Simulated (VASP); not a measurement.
Here is a VASP 6.6.1 calculation.

Contents of INCAR:

```
PREC = Accurate ; ENCUT = 520
EDIFF = 1E-6 ; ISMEAR = 0
SIGMA = 0.15 ; LREAL = F
LASPH = T ; NELM = 60
ALGO = Normal ; ISIF = 2
LWAVE = F ; LCHARG = F
GGA = PS ; NBANDS = 14
```

Contents of KPOINTS:

```
regular mesh
0
Gamma
  18 18 18
```

File POSCAR:

```
ZrB
1.0
   -0.0232500000      2.3250000000      2.3250000000
    2.3017500000      0.0000000000      2.3017500000
    2.3250000000      2.3250000000     -0.0232500000
Zr B
1 1
Direct
    0.0000000000      0.0000000000      0.0000000000
    0.5000000000      0.5000000000      0.5000000000
```

Potentials or basis: VASP PAW PBE potentials, release 64 (Zr_sv, B).

Run with:

```console
$ cat potpaw_PBE.64/Zr_sv/POTCAR potpaw_PBE.64/B/POTCAR > POTCAR
$ mpirun -np 1 vasp_std > vasp.out
```

Problem. Predict the pressure.

Solution. 29.7 GPa.

Problem. What does it give for the band gap on the k mesh?

Solution. Zero (an odd number of electrons rules out a gap without spin polarisation).

Stress tensor (GPa, compression positive):
```
29.73  0.00  1.15
 0.00 29.75  0.00
 1.15  0.00 29.73
```

Caveat: the cell differs from its parent crystal (strain -0.0200 x Voigt [0, 0, 0, 0, 1, 0]); the cell stands under pressure; the PAW data sets were made with another functional, which shifts forces and pressure a little.
